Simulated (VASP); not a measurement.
Write the native input for VASP 6.6.1 that does the following.

| Item | Value |
| --- | --- |
| Task | single point |
| Functional | PBE |
| Potentials or basis | VASP PAW PBE potentials, release 64 (W_sv, Bi_d) |
| Cutoff | 520 eV |
| k mesh | 10 × 10 × 6 |
| Occupations | gaussian, width 0.05 eV |
| Spin | no spin polarisation |
| Dipole correction | no |
| Further INCAR settings | ALGO = Fast; EDIFF = 1e-06; NBANDS = 37 |

The structure of BiW lies in POSCAR:

```
BiW
1.0
    4.5136611598      0.0000000000      0.0000000000
   -2.2568305799      3.9089452285      0.0000000000
    0.0000000000      0.0000000000      5.1152910312
W Bi
2 2
Direct
    0.0000000000      0.0000000000      0.0000000000
    0.0000000000      0.0000000000      0.5000000000
    0.3333333333      0.6666666667      0.2500000000
    0.6666666667      0.3333333333      0.7500000000
```

This cell differs from its parent crystal: volume scaled by 0.945.

The input as run:

INCAR

```
SYSTEM = BiW
ALGO = Fast ; EDIFF = 1E-6
ENCUT = 520 ; GGA = PE
ISIF = 2 ; ISMEAR = 0
LASPH = .True. ; LCHARG = .False.
LREAL = .False. ; LWAVE = .False.
NBANDS = 37 ; NELM = 60
PREC = Accurate ; SIGMA = 0.05
```

KPOINTS

```
k-points
0
Gamma
  10 10 6
  0 0 0
```

Potentials or basis: VASP PAW PBE potentials, release 64 (W_sv, Bi_d).

The run is started by

```sh
$ cat potpaw_PBE.64/W_sv/POTCAR potpaw_PBE.64/Bi_d/POTCAR > POTCAR
$ mpirun -np 1 vasp_std > vasp.out
```

Results of the run:

```yaml
Pressure: 7.3 GPa
Band_gap_on_the_k_mesh: zero (band 29 reaches 10.09 eV, above the bottom of band 30 at 8.56 eV)
```

Caveat: spin-orbit coupling is left out, which moves the levels of the heavy elements.

It took 76 s on 1 thread of Intel(R) Xeon(R) 6975P-C (Granite Rapids), on a shared host, peak memory 0.31 GiB.
